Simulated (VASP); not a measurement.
# MgO (CsCl type) (Pm-3m) in VASP: notebook

The runs below take MgO (CsCl type) through relaxation of cell and atoms, with PBE.

All numbers are computed with VASP 6.6.1; they aren't measurements. Logs are shortened: lines on timing, memory, paths and dates and some standing lists are left out, and cuts for length are marked.

## Step 1: The cell of the first run

Symmetry: Pm-3m, No. 221, cubic system. Conventional cell: a = 2.431 Å, b = 2.431 Å, c = 2.431 Å, α = 90.00°, β = 90.00°, γ = 90.00°. Within 2.8 Å of Mg (site symmetry m-3m) lie 8 O at 2.11 Å and 6 Mg at 2.43 Å. Within 2.8 Å of O (site symmetry m-3m) lie 8 Mg at 2.11 Å and 6 O at 2.43 Å.

## Step 2: Relaxation of cell and atoms, PBE, target pressure 62 GPa, at which the enthalpy is minimised

Contents of INCAR:

```
SYSTEM = MgO
PREC = Accurate
ENCUT = 600
EDIFF = 1E-7
ISMEAR = -1
SIGMA = 0.08
LREAL = .FALSE.
LASPH = .TRUE.
NELM = 100
ALGO = Normal
ISIF = 3
LWAVE = .FALSE.
LCHARG = .FALSE.
GGA = PE
IBRION = 2
NSW = 60
EDIFFG = -0.005
PSTRESS = 620.0
```

Contents of KPOINTS:

```
Automatic mesh
0
G
  15 15 15
  0 0 0
```

Contents of POSCAR:

```
MgO
1.0
    2.4307317509      0.0000000000      0.0000000000
    0.0000000000      2.4307317509      0.0000000000
    0.0000000000      0.0000000000      2.4307317509
Mg O
1 1
Direct
    0.0000000000      0.0000000000      0.0000000000
    0.5000000000      0.5000000000      0.5000000000
```

Potentials or basis: VASP PAW PBE potentials, release 64 (Mg, O).

Launch:

```bash
$ cat potpaw_PBE.64/Mg/POTCAR potpaw_PBE.64/O/POTCAR > POTCAR
$ mpirun -np 1 vasp_std > vasp.out
```

OUTCAR:

```text
SYSTEM = MgO
   PREC = Accurate
   ENCUT = 600
   EDIFF = 1E-7
   ISMEAR = -1
   LREAL = .FALSE.
   LASPH = .TRUE.
   NELM = 100
   ISIF = 3
   GGA = PE
   IBRION = 2
   NSW = 60
   EDIFFG = -0.005
   PSTRESS = 620.0

 ion  position               nearest neighbor table
   1  0.000  0.000  0.000-   2 2.11   2 2.11   2 2.11   2 2.11   2 2.11   2 2.11   2 2.11   2 2.11

   2  0.500  0.500  0.500-   1 2.11   1 2.11   1 2.11   1 2.11   1 2.11   1 2.11   1 2.11   1 2.11

  LATTYP: Found a simple cubic cell.
 ALAT       =     2.4307317509

  Lattice vectors:

 A1 = (   2.4307317509,   0.0000000000,   0.0000000000)
 A2 = (   0.0000000000,   2.4307317509,   0.0000000000)
 A3 = (   0.0000000000,   0.0000000000,   2.4307317509)

Analysis of symmetry for initial positions (statically):
=====================================================================
 Subroutine PRICEL returns:
 Original cell was already a primitive cell.

 Routine SETGRP: Setting up the symmetry group for a
 simple cubic supercell.

 Subroutine GETGRP returns: Found 48 space group operations
 (whereof 48 operations were pure point group operations)
 out of a pool of 48 trial point group operations.

The static configuration has the point symmetry O_h .

Analysis of symmetry for dynamics (positions and initial velocities):
=====================================================================
 Subroutine PRICEL returns:
 Original cell was already a primitive cell.

 Routine SETGRP: Setting up the symmetry group for a
 simple cubic supercell.

 Subroutine GETGRP returns: Found 48 space group operations
 (whereof 48 operations were pure point group operations)
 out of a pool of 48 trial point group operations.

The dynamic configuration has the point symmetry O_h .

 Subroutine INISYM returns: Found 48 space group operations
 (whereof 48 operations are pure point group operations),
 and found     1 'primitive' translations

----------------------------------------------------------------------------------------

                                     Primitive cell

  volume of cell :      14.3619

  direct lattice vectors                    reciprocal lattice vectors
     2.430731751  0.000000000  0.000000000     0.411398748  0.000000000  0.000000000
     0.000000000  2.430731751  0.000000000     0.000000000  0.411398748  0.000000000
     0.000000000  0.000000000  2.430731751     0.000000000  0.000000000  0.411398748

  length of vectors
     2.430731751  2.430731751  2.430731751     0.411398748  0.411398748  0.411398748

  position of ions in fractional coordinates (direct lattice)
     0.000000000  0.000000000  0.000000000
     0.500000000  0.500000000  0.500000000

  ion indices of the primitive-cell ions
   primitive index   ion index
                 1           1
                 2           2

----------------------------------------------------------------------------------------

 KPOINTS: Automatic mesh

Automatic generation of k-mesh.
 Grid dimensions read from file:
 generate k-points for:   15   15   15

 Generating k-lattice:

  Cartesian coordinates                     Fractional coordinates (reciprocal lattice)
     0.027426583  0.000000000  0.000000000     0.066666667  0.000000000  0.000000000
     0.000000000  0.027426583  0.000000000     0.000000000  0.066666667  0.000000000
     0.000000000  0.000000000  0.027426583     0.000000000  0.000000000  0.066666667

  Length of vectors
     0.027426583  0.027426583  0.027426583

  Shift w.r.t. Gamma in fractional coordinates (k-lattice)
     0.000000000  0.000000000  0.000000000

 Subroutine IBZKPT returns following result:
 ===========================================

 Found    120 irreducible k-points:

 Following reciprocal coordinates:
            Coordinates               Weight
  0.000000  0.000000  0.000000      1.000000
  0.066667  0.000000  0.000000      6.000000
  0.133333  0.000000  0.000000      6.000000
  0.200000  0.000000  0.000000      6.000000
  0.266667  0.000000  0.000000      6.000000
  0.333333  0.000000  0.000000      6.000000
[... 16 lines left out ...]
  0.266667  0.200000  0.000000     24.000000
  0.333333  0.200000  0.000000     24.000000
 [... further k-points ...]
   k-points           NKPTS =    120   k-points in BZ     NKDIM =    120   number of bands    NBANDS=      8
   number of dos      NEDOS =    301   number of ions     NIONS =      2
   total plane-waves  NPLWV =   8000
   dimension x,y,z NGX =    20 NGY =   20 NGZ =   20
   dimension x,y,z NGXF=    40 NGYF=   40 NGZF=   40
   ions per type =               1   1
   NGX,Y,Z   is equivalent  to a cutoff of  13.68, 13.68, 13.68 a.u.
   NGXF,Y,Z  is equivalent  to a cutoff of  27.36, 27.36, 27.36 a.u.
 SYSTEM =  MgO
   PREC   = accura    normal or accurate (medium, high low for compatibility)
   ISTART =      0    job   : 0-new  1-cont  2-samecut
   ICHARG =      2    charge: 1-file 2-atom 10-const
   ISPIN  =      1    spin polarized calculation?
   LNONCOLLINEAR =      F non collinear calculations
   LSORBIT =      F    spin-orbit coupling
   LASPH  =      T    aspherical Exc in radial PAW
   ENCUT  =  600.0 eV  44.10 Ry    6.64 a.u.   4.85  4.85  4.85*2*pi/ulx,y,z
   NELM   =    100;   NELMIN=  2; NELMDL= -5     # of ELM steps
   EDIFF  = 0.1E-06   stopping-criterion for ELM
   LREAL  =      F    real-space projection
   EDIFFG = -.5E-02   stopping-criterion for IOM
   NSW    =     60    number of steps for IOM
   IBRION =      2    ionic relax: 0-MD 1-quasi-New 2-CG
   NFREE  =      1    steps in history (QN), initial steepest desc. (CG)
   ISIF   =      3    stress and relaxation
   ISYM   =      2    0-nonsym 1-usesym 2-fastsym
   POTIM  = 0.5000    time-step for ionic-motion
   TEBEG  =    0.0;   TEEND  =   0.0 temperature during run
   PSTRESS=  620.0 pullay stress
   NELECT =       8.0000    total number of electrons
   NUPDOWN=      -1.0000    fix difference up-down
   EMIN   =  10.00;   EMAX   =-10.00  energy-range for DOS
   EFERMI =   0.00;   METHOD = LEGACY
   ISMEAR =    -1;   SIGMA  =   0.08  broadening in eV -4-tet -1-fermi 0-gaus
   EFERMI_NEDOS =   21; number of points for ismear=-14 and -15
   IALGO  =     38    algorithm
   IMIX   =      4    mixing-type and parameters
     AMIX     =   0.40;   BMIX     =  1.00
     AMIX_MAG =   1.60;   BMIX_MAG =  1.00
  volume/ion in A,a.u.               =       7.18        48.46
  Fermi-wavevector in a.u.,A,eV,Ry     =   1.347001  2.545462 24.686556  1.814411
  Thomas-Fermi vector in A             =   2.474787
   LORBIT       =      0    0 simple, 1 ext, 2 COOP (PROOUT), +10 PAW based schemes
   GGA     = PE    functional components
   LHFCALC =     F    Hartree Fock is set to
   AEXX    =    0.0000 exact exchange contribution
   IVDW    =     0    specifies the selected vdW correction
   LEPSILON=     F    determine dielectric tensor
   LRPA    =     F    only Hartree local field effects (RPA)
 conjugate gradient relaxation of ions
 non-spin polarized calculation
  energy-cutoff  :      600.00
  volume of cell :       14.36
 maximum number of plane-waves:       493
 NGX is ok and might be reduce to    20
   NGX =  9   NGY =  9   NGZ =  9

--------------------------------------- Ionic step        1  -------------------------------------------

 number of electron       7.9999992 magnetization

 Free energy of the ion-electron system (eV)
  ---------------------------------------------------
  ext. energy  EPLUGINS =         0.00000000
  ---------------------------------------------------
  free energy    TOTEN  =        -9.69989782 eV

  energy without entropy =       -9.69989782  energy(sigma->0) =       -9.69989782

------------------------ aborting loop because EDIFF is reached ----------------------------------------

  FORCE on cell =-STRESS in cart. coord.  units (eV):
  Direction    XX          YY          ZZ          XY          YZ          ZX
  --------------------------------------------------------------------------------------
  -------------------------------------------------------------------------------------
  Total        5.7512121      5.7512121      5.7512121     -0.0000000      0.0000000     -0.0000000
  in kB      641.5918932    641.5918932    641.5918932     -0.0000000      0.0000000     -0.0000000
  external PRESSURE =      21.5918932 kB  Pullay stress =     620.0000000 kB
[... 61 lines left out ...]
  enthalpy is  TOTEN    =        -4.1416954676 eV   P V=        5.6358675267

--------------------------------------- Ionic step        3  -------------------------------------------

 number of electron       7.9999992 magnetization

 Free energy of the ion-electron system (eV)
  ---------------------------------------------------
  ext. energy  EPLUGINS =         0.00000000
  ---------------------------------------------------
  free energy    TOTEN  =        -9.73285102 eV

  energy without entropy =       -9.73285102  energy(sigma->0) =       -9.73285102

 E-fermi :   9.0301     XC(G=0): -12.4729

 val. band max:        7.4250201410   @ k =   0.4667   0.4667   0.0000
 cond. band min:      12.5275051218   @ k =   0.0000   0.0000   0.0000
 fundamental gap:      5.1024849807
 Fermi energy:         9.0300821499

 k-point     1 :       0.0000    0.0000    0.0000
  band No.  band energies     occupation
      1     -12.9000      2.00000
      2       6.1489      2.00000
      3       6.1489      2.00000
      4       6.1489      2.00000
      5      12.5275      0.00000
      6      18.2520      0.00000
      7      18.2520      0.00000
      8      31.9466      0.00000
[... 243 lines left out ...]
 k-point    24 :       0.3333    0.2000    0.0000
  band No.  band energies     occupation
      1     -11.1853      2.00000
      2       1.2978      2.00000
      3       4.2498      2.00000
      4       6.7592      2.00000
      5      16.7648      0.00000
      6      18.9921      0.00000
      7      21.4309      0.00000
      8      27.3816      0.00000

 [... further k-points ...]
[... 5 lines left out ...]
  --------------------------------------------------------------------------------------
  -------------------------------------------------------------------------------------
  Total        5.5904259      5.5904259      5.5904259     -0.0000000     -0.0000000      0.0000000
  in kB      620.0409779    620.0409779    620.0409779     -0.0000000     -0.0000000      0.0000000
  external PRESSURE =       0.0409779 kB  Pullay stress =     620.0000000 kB
[... 17 lines left out ...]
  FREE ENERGIE OF THE ION-ELECTRON SYSTEM (eV)
  ---------------------------------------------------
  free  energy   TOTEN  =        -9.7328510191 eV

  energy  without entropy=       -9.7328510191  energy(sigma->0) =       -9.73285102

  enthalpy is  TOTEN    =        -4.1427946110 eV   P V=        5.5900564082

 reached required accuracy - stopping structural energy minimisation
```

It took 27 s on 1 thread of Intel Xeon Platinum 8488C (Sapphire Rapids), shared host; peak memory 0.14 GiB.

Results:

```yaml
Free_energy: -9.7329 eV
Relaxed_volume: 7.22 Å³/atom
Relaxed_cell: a = 2.435 Å, b = 2.435 Å, c = 2.435 Å, α = 90.00°, β = 90.00°, γ = 90.00°
Space_group_after_relaxing_to_0.05_Å: Pm-3m (No. 221)
Energy_change_on_relaxing_the_enthalpy_is_what_falls: -16.5 meV/atom
Ionic_steps: 3
Pressure_after_relaxing: 62.0 GPa
Band_gap_on_the_k_mesh: 5.10 eV, indirect (least direct gap 5.99 eV)
```

The path:
| step | energy change (eV) | largest force (eV/Å) | pressure (GPa) | volume (Å³) |
| --- | --- | --- | --- | --- |
| 1 | 0.0000 | 0.0000 | 64.16 | 14.36 |
| 2 | -0.0777 | 0.0000 | 59.05 | 14.56 |
| 3 | -0.0330 | 0.0000 | 62.00 | 14.45 |

Final structure:
```
Mg O
1.0
     2.43545    0.00000    0.00000
     0.00000    2.43545    0.00000
     0.00000    0.00000    2.43545
Mg O
1 1
Direct
  0.00000 0.00000 0.00000
  0.50000 0.50000 0.50000
```

Caveat: the cell is relaxed towards a set pressure, so the enthalpy falls and the energy may rise. A k mesh can miss the band edges.

## Step 3: Relaxation of cell and atoms, PBE, target pressure 62 GPa, at which the enthalpy is minimised

This run uses another cell than the first one, of 7.24 Å³/atom, 1.008 times its volume.

Contents of INCAR:

```
  PREC = Accurate
  ENCUT = 600
  EDIFF = 1E-7
  ISMEAR = -1
  SIGMA = 0.08
  LREAL = F
  LASPH = T
  NELM = 100
  ALGO = Normal
  ISIF = 3
  LWAVE = F
  LCHARG = F
  GGA = PE
  IBRION = 2
  NSW = 32
  EDIFFG = -0.005
  PSTRESS = 620.0
```

Contents of KPOINTS:

```
Automatic mesh
0
Gamma
  15 15 15
```

Contents of POSCAR:

```
MgO
1.0
    2.4374474681      0.0000000000      0.0000000000
    0.0000000000      2.4374474681      0.0000000000
    0.0000000000      0.0000000000      2.4374474681
Mg O
1 1
Direct
    0.0000000000      0.0000000000      0.0000000000
    0.5000000000      0.5000000000      0.5000000000
```

Potentials or basis: VASP PAW PBE potentials, release 64 (Mg, O).

Launch:

```bash
$ cat potpaw_PBE.64/Mg/POTCAR potpaw_PBE.64/O/POTCAR > POTCAR
$ mpirun -np 1 vasp_std > vasp.out
```

OUTCAR:

```text
PREC = Accurate
   ENCUT = 600
   EDIFF = 1E-7
   ISMEAR = -1
   LREAL = F
   LASPH = T
   NELM = 100
   ISIF = 3
   GGA = PE
   IBRION = 2
   NSW = 32
   EDIFFG = -0.005
   PSTRESS = 620.0

 ion  position               nearest neighbor table
   1  0.000  0.000  0.000-   2 2.11   2 2.11   2 2.11   2 2.11   2 2.11   2 2.11   2 2.11   2 2.11

   2  0.500  0.500  0.500-   1 2.11   1 2.11   1 2.11   1 2.11   1 2.11   1 2.11   1 2.11   1 2.11

  LATTYP: Found a simple cubic cell.
 ALAT       =     2.4374474681

  Lattice vectors:

 A1 = (   2.4374474681,   0.0000000000,   0.0000000000)
 A2 = (   0.0000000000,   2.4374474681,   0.0000000000)
 A3 = (   0.0000000000,   0.0000000000,   2.4374474681)

Analysis of symmetry for initial positions (statically):
=====================================================================
 Subroutine PRICEL returns:
 Original cell was already a primitive cell.

 Routine SETGRP: Setting up the symmetry group for a
 simple cubic supercell.

 Subroutine GETGRP returns: Found 48 space group operations
 (whereof 48 operations were pure point group operations)
 out of a pool of 48 trial point group operations.

The static configuration has the point symmetry O_h .

Analysis of symmetry for dynamics (positions and initial velocities):
=====================================================================
 Subroutine PRICEL returns:
 Original cell was already a primitive cell.

 Routine SETGRP: Setting up the symmetry group for a
 simple cubic supercell.

 Subroutine GETGRP returns: Found 48 space group operations
 (whereof 48 operations were pure point group operations)
 out of a pool of 48 trial point group operations.

The dynamic configuration has the point symmetry O_h .

[... 120 lines left out ...]
  Fermi-wavevector in a.u.,A,eV,Ry     =   1.343289  2.538449 24.550709  1.804426
  Thomas-Fermi vector in A             =   2.471375
   LORBIT       =      0    0 simple, 1 ext, 2 COOP (PROOUT), +10 PAW based schemes
   GGA     = PE    functional components
   LHFCALC =     F    Hartree Fock is set to
   AEXX    =    0.0000 exact exchange contribution
   IVDW    =     0    specifies the selected vdW correction
   LEPSILON=     F    determine dielectric tensor
   LRPA    =     F    only Hartree local field effects (RPA)
 conjugate gradient relaxation of ions
 non-spin polarized calculation
  energy-cutoff  :      600.00
  volume of cell :       14.48
 maximum number of plane-waves:       493
 NGX is ok and might be reduce to    20
   NGX =  9   NGY =  9   NGZ =  9

--------------------------------------- Ionic step        1  -------------------------------------------

 number of electron       7.9999992 magnetization

 Free energy of the ion-electron system (eV)
  ---------------------------------------------------
  ext. energy  EPLUGINS =         0.00000000
  ---------------------------------------------------
  free energy    TOTEN  =        -9.74693927 eV

  energy without entropy =       -9.74693927  energy(sigma->0) =       -9.74693927

------------------------ aborting loop because EDIFF is reached ----------------------------------------

  FORCE on cell =-STRESS in cart. coord.  units (eV):
  Direction    XX          YY          ZZ          XY          YZ          ZX
  --------------------------------------------------------------------------------------
  -------------------------------------------------------------------------------------
  Total        5.5216585      5.5216585      5.5216585      0.0000000      0.0000000     -0.0000000
  in kB      610.9059226    610.9059226    610.9059226      0.0000000      0.0000000     -0.0000000
  external PRESSURE =      -9.0940774 kB  Pullay stress =     620.0000000 kB
[... 63 lines left out ...]
--------------------------------------- Ionic step        3  -------------------------------------------

 number of electron       7.9999992 magnetization

 Free energy of the ion-electron system (eV)
  ---------------------------------------------------
  ext. energy  EPLUGINS =         0.00000000
  ---------------------------------------------------
  free energy    TOTEN  =        -9.73301173 eV

  energy without entropy =       -9.73301173  energy(sigma->0) =       -9.73301173

 E-fermi :   9.0308     XC(G=0): -12.4731

 val. band max:        7.4253526325   @ k =   0.4667   0.4667   0.0000
 cond. band min:      12.5285081373   @ k =   0.0000   0.0000   0.0000
 fundamental gap:      5.1031555048
 Fermi energy:         9.0307614280

 k-point     1 :       0.0000    0.0000    0.0000
  band No.  band energies     occupation
      1     -12.8999      2.00000
      2       6.1492      2.00000
      3       6.1492      2.00000
      4       6.1492      2.00000
      5      12.5285      0.00000
      6      18.2525      0.00000
      7      18.2525      0.00000
      8      31.9479      0.00000
[... 243 lines left out ...]
 k-point    24 :       0.3333    0.2000    0.0000
  band No.  band energies     occupation
      1     -11.1851      2.00000
      2       1.2980      2.00000
      3       4.2501      2.00000
      4       6.7595      2.00000
      5      16.7658      0.00000
      6      18.9928      0.00000
      7      21.4317      0.00000
      8      27.3825      0.00000

 [... further k-points ...]
[... 5 lines left out ...]
  --------------------------------------------------------------------------------------
  -------------------------------------------------------------------------------------
  Total        5.5905629      5.5905629      5.5905629     -0.0000000     -0.0000000     -0.0000000
  in kB      620.0819400    620.0819400    620.0819400     -0.0000000     -0.0000000     -0.0000000
  external PRESSURE =       0.0819400 kB  Pullay stress =     620.0000000 kB
[... 21 lines left out ...]
  energy  without entropy=       -9.7330117326  energy(sigma->0) =       -9.73301173

  enthalpy is  TOTEN    =        -4.1431876287 eV   P V=        5.5898241040

 reached required accuracy - stopping structural energy minimisation
```

It took 19 s on 1 thread of AMD EPYC 9R45 (Zen 5), shared host; peak memory 0.11 GiB.

What came out:

| Quantity | Value |
| --- | --- |
| Free energy | -9.7330 eV |
| Relaxed volume | 7.22 Å³/atom |
| Relaxed cell | a = 2.435 Å, b = 2.435 Å, c = 2.435 Å, α = 90.00°, β = 90.00°, γ = 90.00° |
| Space group after relaxing (to 0.05 Å) | Pm-3m (No. 221) |
| Energy change on relaxing (the enthalpy is what falls) | +7.0 meV/atom |
| Ionic steps | 3 |
| Pressure after relaxing | 62.0 GPa |
| Band gap on the k mesh | 5.10 eV, indirect (least direct gap 5.99 eV) |

The path:
```tsv
step	energy change (eV)	largest force (eV/Å)	pressure (GPa)	volume (Å³)
1	0.0000	0.0000	61.09	14.48
2	0.0334	0.0000	63.28	14.40
3	0.0139	0.0000	62.01	14.44
```

Final structure:
```
Mg O
1.0
     2.43541    0.00000    0.00000
     0.00000    2.43541    0.00000
     0.00000    0.00000    2.43541
Mg O
1 1
Direct
  0.00000 0.00000 0.00000
  0.50000 0.50000 0.50000
```

Levels at points of the mesh, in eV from the valence-band top:
```
           k point  band 1  band 2  band 3  band 4  band 5  band 6  band 7  band 8
(0.00, 0.00, 0.00)  -20.33   -1.28   -1.28   -1.28    5.10   10.83   10.83   24.52
```

Caveat: the cell is relaxed towards a set pressure, so the enthalpy falls and the energy may rise.
